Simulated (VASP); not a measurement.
A run of VASP 6.6.1 is set up as follows.

Contents of INCAR:

```
PREC = Accurate
ENCUT = 520
EDIFF = 1E-6
ISMEAR = 0
SIGMA = 0.05
LREAL = F
LASPH = T
NELM = 150
ALGO = Normal
ISIF = 2
LWAVE = F
LCHARG = T
ISPIN = 2
MAGMOM = 2.43
LORBIT = 11
LMAXMIX = 4
GGA = PE
LELF = T
LVHAR = T
NBANDS = 14
```

File KPOINTS:

```
regular mesh
0
Gamma
  22 22 22
```

File POSCAR:

```
Fe
1.0
   -1.4155932729      1.4155932729      1.4155932729
    1.4155932729     -1.4155932729      1.4155932729
    1.4155932729      1.4155932729     -1.4155932729
Fe
1
Direct
    0.0000000000      0.0000000000      0.0000000000
```

Potentials or basis: VASP PAW PBE potentials, release 64 (Fe).

Run with:

```console
$ cat potpaw_PBE.64/Fe/POTCAR > POTCAR
$ mpirun -np 1 vasp_std > vasp.out
```

Problem. Predict the site moments.

Solution. Fe +2.17 μB.

Problem. Estimate the net moment.

Solution. 2.18 μB per cell.

Problem. What does it give for the pressure?

Solution. -0.6 GPa.
